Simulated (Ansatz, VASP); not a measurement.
## One calculation of PbS, two programs

INCAR

```
ALGO = Normal
EDIFF = 1E-6
ENCUT = 520
GGA = PE
ISIF = 2
ISMEAR = -1
LASPH = T
LCHARG = T
LELF = T
LREAL = F
LVHAR = T
LWAVE = F
NBANDS = 17
NELM = 60
PREC = Accurate
SIGMA = 0.01
```

File KPOINTS:

```
k-points
0
Gamma
  8 8 8
```

The input POSCAR:

```
PbS
1.0
    0.0000000000      2.9846363338      2.9846363338
    2.9846363338      0.0000000000      2.9846363338
    2.9846363338      2.9846363338      0.0000000000
Pb S
1 1
Direct
    0.0000000000      0.0000000000      0.0000000000
    0.5000000000      0.5000000000      0.5000000000
```

Input for Ansatz:

```yaml
crystal:
  lattice:
    - [0.0, 2.9846363338, 2.9846363338]
    - [2.9846363338, 0.0, 2.9846363338]
    - [2.9846363338, 2.9846363338, 0.0]
  atoms:
    - { symbol: Pb, position: [0.0, 0.0, 0.0] }
    - { symbol: S, position: [0.5, 0.5, 0.5] }
kpoints:
  mp_grid: { grid: [8, 8, 8] }
  band_path:
    path:
      - [0.0, 0.0, 0.0]
      - [0.5, 0.0, 0.5]
      - [0.625, 0.25, 0.625]
      - [0.375, 0.375, 0.75]
      - [0.0, 0.0, 0.0]
      - [0.5, 0.5, 0.5]
      - [0.5, 0.25, 0.75]
      - [0.5, 0.0, 0.5]
    npoints: 5
scf:
  occupations: { method: fermi_dirac, width: 0.01 }
hamiltonian:
  xc: pbe
  pseudopotentials: { kind: all_electron, lapw: { basis_error: 0.0005 } }
output:
  forces: true
  stress: true
  eigenvalues: true
```

Change from the starting cell: volume scaled by 1.02.

Alike in both runs: task single point; functional PBE; k mesh 8 × 8 × 8; occupations fermi-dirac, width 0.01 eV; no spin polarisation.

|  | VASP | Ansatz |
| --- | --- | --- |
| version | VASP 6.6.1 | Ansatz 0.2.0 |
| potentials or method | VASP PAW PBE potentials, release 64 (Pb_d, S), cutoff 520 eV | all-electron LAPW, scalar-relativistic |

```csv
,VASP,Ansatz,Ansatz less VASP
gap on the k mesh at the Fermi level (eV),0.43,0.42,-0.008
pressure (GPa),1.0,1.1,+0.10
```

Ansatz ran all-electron here, and VASP with PAW potentials.

Spin-orbit coupling is off throughout.
